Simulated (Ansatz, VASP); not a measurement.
**Two plane-wave programs on Mo**

```
Mo
1.0
    -1.58005    1.58005    1.58005
     1.58005   -1.58005    1.58005
     1.58005    1.58005   -1.58005
Mo
1
Direct
  0.00000 0.00000 0.00000
```

Alike in both runs: functional PBE; k mesh 16 × 16 × 16; occupations gaussian, width 0.1 eV; no spin polarisation.

Ansatz relaxed the structure, and its values are those at the end. VASP's run is a single point on that final structure, the one shown.

|  | VASP | Ansatz |
| --- | --- | --- |
| version | VASP 6.6.1 | Ansatz 0.2.0 |
| potentials or method | VASP PAW PBE potentials, release 64 (Mo_sv), cutoff 520 eV | scalar-relativistic, plane waves, PAW |
| valence electrons in the cell | 14 | 14 |

|  | VASP | Ansatz | Ansatz less VASP |
| --- | --- | --- | --- |
| gap on the k mesh at the Fermi level (eV) | none | none | - |
| pressure (GPa) | 0.5 | 0.0 | -0.50 |

A gap of «none» marks a metal or a gap that the smearing closes.
